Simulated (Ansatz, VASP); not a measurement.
Two plane-wave programs on Sc

```
Sc
1.0
     3.22691    0.00000    0.00000
    -1.61345    2.79458    0.00000
     0.00000    0.00000    5.00943
Sc
2
Direct
  0.33333 0.66667 0.25000
  0.66667 0.33333 0.75000
```

Alike in both runs: task single point; functional LDA; k mesh 16 × 16 × 9; occupations fermi-dirac, width 0.1 eV; no spin polarisation.

|  | VASP | Ansatz |
| --- | --- | --- |
| version | VASP 6.6.1 | Ansatz 0.2.0 |
| potentials or method | VASP PAW LDA potentials, release 64 (Sc_sv), cutoff 500 eV | plane waves (420 eV) with PAW, scalar-relativistic |
| valence electrons in the cell | 22 | 22 |

```tsv
	VASP	Ansatz	Ansatz less VASP
pressure (GPa)	0.1	0.0	-0.08
```

Ansatz warns that its potentials were made for another functional, while VASP's fit it. LDA's correlation is that of Perdew and Zunger in VASP and of Perdew and Wang (1992) in Ansatz.
